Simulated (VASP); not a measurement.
## ZnSe (kat): vibrations by perturbation theory with LDA

ZnSe (kat):

```
CELL_PARAMETERS angstrom
0.00000 2.83289 2.83289
2.83289 0.00000 2.83289
2.83289 2.83289 0.00000
ATOMIC_POSITIONS crystal
Zn 0.00000 0.00000 0.00000
Se 0.25000 0.25000 0.25000
```

- Program: VASP 6.6.1
- Task: vibrations by perturbation theory
- Functional: LDA
- Potentials or basis: VASP PAW LDA potentials, release 64 (Zn, Se)
- Cutoff: 520 eV
- k mesh: 8 × 8 × 8
- Occupations: gaussian, width 0.01 eV
- Spin: no spin polarisation
- Dipole correction: no
- Further INCAR settings: ALGO = Normal; EDIFF = 1e-08; IBRION = 8; NSW = 1

- Electronic dielectric tensor (diagonal): 8.61
- Born charges (mean of the diagonal): Zn +2.09; Se -2.09 e
- Highest phonon frequency at Γ, LO-TO splitting left out: 202 cm⁻¹

Phonon frequencies in cm⁻¹ (negative: imaginary):
```tsv
q point	frequencies
(0.000, 0.000, 0.000)	-1 -1 -1 202 202 202
```

Electronic dielectric tensor:
```
8.61 0.00 0.00
0.00 8.61 0.00
0.00 0.00 8.61
```

Born effective charge tensors (e):
atom 1, Zn
```
2.09 0.00 0.00
0.00 2.09 0.00
0.00 0.00 2.09
```
atom 2, Se
```
-2.09  0.00  0.00
 0.00 -2.09  0.00
 0.00  0.00 -2.09
```

It took 3.4 min on 1 thread of Intel(R) Xeon(R) 6975P-C (Granite Rapids), with other jobs on the host, peak memory 0.27 GiB.

Caveat: the cell wasn't relaxed at this level first, which shifts response properties.
